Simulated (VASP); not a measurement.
Here is a VASP 6.6.1 calculation.

Contents of INCAR:

```
SYSTEM = LiGe6As8
ALGO     = Normal         ! electronic algorithm
EDIFF    = 1E-6           ! SCF threshold, eV
ENCUT    = 520            ! plane-wave cutoff, eV
GGA      = PE             ! functional
ISIF     = 2              ! what is computed and relaxed
ISMEAR   = 0              ! smearing method
LASPH    = .TRUE.         ! aspherical terms in the spheres
LCHARG   = .FALSE.        ! write CHGCAR
LREAL    = Auto         
LWAVE    = .FALSE.        ! write WAVECAR
NBANDS   = 76             ! bands
NELM     = 100            ! most SCF steps
PREC     = Accurate       ! precision mode
SIGMA    = 0.1            ! smearing width, eV
```

The input KPOINTS:

```
k-points
0
G
  4 4 4
  0 0 0
```

POSCAR

```
LiGe6As8
1.0
    0.0000000000      5.9842731064      5.9842731064
    5.9842731064      0.0000000000      5.9842731064
    5.9842731064      5.9842731064      0.0000000000
Li Ge As
1 6 8
Direct
    0.5000000000      0.5000000000      0.5000000000
    0.5000000000      0.0000000000      0.5000000000
    0.5000000000      0.0000000000      0.0000000000
    0.0000000000      0.0000000000      0.5000000000
    0.0000000000      0.5000000000      0.0000000000
    0.0000000000      0.5000000000      0.5000000000
    0.5000000000      0.5000000000      0.0000000000
    0.8854823656      0.3435529031      0.8854823656
    0.1145176344      0.1145176344      0.1145176344
    0.8854823656      0.8854823656      0.8854823656
    0.6564470969      0.1145176344      0.1145176344
    0.8854823656      0.8854823656      0.3435529031
    0.3435529031      0.8854823656      0.8854823656
    0.1145176344      0.1145176344      0.6564470969
    0.1145176344      0.6564470969      0.1145176344
```

Potentials or basis: VASP PAW PBE potentials, release 64 (Li_sv, Ge_d, As).

The run is started by

```sh
$ cat potpaw_PBE.64/Li_sv/POTCAR potpaw_PBE.64/Ge_d/POTCAR potpaw_PBE.64/As/POTCAR > POTCAR
$ mpirun -np 1 vasp_std > vasp.out
```

(1) Estimate the largest force.

## Answers

(1) 0.016 eV/Å.
